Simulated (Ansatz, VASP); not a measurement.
One calculation of MnO, two programs

Contents of INCAR:

```
ALGO = Normal ; EDIFF = 1E-6
ENCUT = 520 ; GGA = PE
ISIF = 2 ; ISMEAR = -1
ISPIN = 2 ; LASPH = True
LCHARG = False ; LDAU = True
LDAUJ = 0 0 ; LDAUL = 2 -1
LDAUPRINT = 1 ; LDAUTYPE = 2
LDAUU = 6 0 ; LMAXMIX = 4
LORBIT = 11 ; LREAL = False
LWAVE = False ; MAGMOM = 4 0
NBANDS = 20 ; NELM = 150
PREC = Accurate ; SIGMA = 0.05
```

The input KPOINTS:

```
k-points
0
Gamma
  10 10 10
```

The input POSCAR:

```
MnO
1.0
    0.0000000000      2.2220003300      2.2220003300
    2.2220003300      0.0000000000      2.2220003300
    2.2220003300      2.2220003300      0.0000000000
Mn O
1 1
Direct
    0.0000000000      0.0000000000      0.0000000000
    0.5000000000      0.5000000000      0.5000000000
```

The input input.yaml:

```yaml
crystal:
  lattice:
    - [0.0, 2.22200033, 2.22200033]
    - [2.22200033, 0.0, 2.22200033]
    - [2.22200033, 2.22200033, 0.0]
  atoms:
    - { symbol: Mn, position: [0.0, 0.0, 0.0], spin: 4.0 }
    - { symbol: O, position: [0.5, 0.5, 0.5] }
hamiltonian:
  xc: pbe
  pseudopotentials: { kind: paw }
  hubbard: { sites: [{ species: Mn, l: d, u_eff: 6.0 }] }
magnetization:
  spin_polarized: true
kpoints:
  mp_grid: { grid: [10, 10, 10] }
scf:
  occupations: { method: fermi_dirac, width: 0.05 }
  n_extra_bands: 6
output:
  forces: true
  stress: true
  eigenvalues: true
  dos: { projected: true, de: 0.05, nscf_kmesh: { grid: [15, 15, 15] } }
```

Alike in both runs: functional PBE; k mesh 10 × 10 × 10; occupations fermi-dirac, width 0.05 eV; collinear spin; Hubbard terms Mn d U = 6.0 eV.

|  | VASP | Ansatz |
| --- | --- | --- |
| version | VASP 6.6.1 | Ansatz 0.2.0 |
| potentials or method | VASP PAW PBE potentials, release 64 (Mn_pv, O) | Ansatz PAW |
| plane-wave cutoff (eV) | 520 | 420 |
| valence electrons in the cell | 19 | 21 |
| task | single point | projected density of states |

Ansatz gave:

* gap on the k mesh at the Fermi level (eV): 0.44
* least direct gap on the mesh (eV): 2.55
* pressure (GPa): 11.9
* net moment per atom (μB): 2.50
* size of the moment on the site where the two differ most (μB): 4.31

Q: What did VASP give for the same quantities?

A: gap on the k mesh at the Fermi level (eV): 0.63; least direct gap on the mesh (eV): 2.72; pressure (GPa): 8.9; net moment per atom (μB): 2.50; size of the moment on the site where the two differ most (μB): 4.68.

Site moments also hang on the region over which each program counts them. The programs project onto different local orbitals, so the same U acts differently, and such runs can settle in different states. VASP's potentials hold 19 valence electrons a cell and Ansatz's 21, so a difference there can come from the potentials and not from the codes.

Noted on Ansatz's run: the magnetic or orbital state may not be the lowest.
